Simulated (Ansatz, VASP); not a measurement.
## BeZn4O: VASP beside Ansatz

```
Be Zn O
1.0
     3.93340    0.00000    0.00000
     0.00000    3.93340    0.00000
     0.00000    0.00000    5.40499
Be Zn O
1 4 1
Direct
  0.50000 0.50000 0.00000
  0.00000 0.50000 0.73090
  0.50000 0.00000 0.26910
  0.00000 0.50000 0.26910
  0.50000 0.00000 0.73090
  0.00000 0.00000 0.00000
```

Alike in both runs: functional PBE; k mesh 4 × 4 × 4; occupations gaussian, width 0.1 eV; no spin polarisation.

Ansatz relaxed the structure, and its values are those at the end. VASP's run is a single point on that final structure, the one shown.

|  | VASP | Ansatz |
| --- | --- | --- |
| version | VASP 6.6.1 | Ansatz 0.2.0 |
| potentials or method | VASP PAW PBE potentials, release 64 (Be, Zn, O), cutoff 520 eV | scalar-relativistic, plane waves, PAW |
| valence electrons in the cell | 56 | 56 |

Ansatz gave:

| Property | Result |
| --- | --- |
| gap on the k mesh at the Fermi level (eV) | none |
| pressure (GPa) | 0.0 |
| rms of the force components (eV/Å) | 0.010 |

Question: Estimate VASP's values.

Answer: gap on the k mesh at the Fermi level (eV): none; pressure (GPa): 0.2; rms of the force components (eV/Å): 0.013.

A gap of «none» marks a metal or a gap that the smearing closes. The functional is the same, so the differences come from potentials, cutoffs and numerics.

The k mesh is coarse, so the values compare programs but aren't converged.
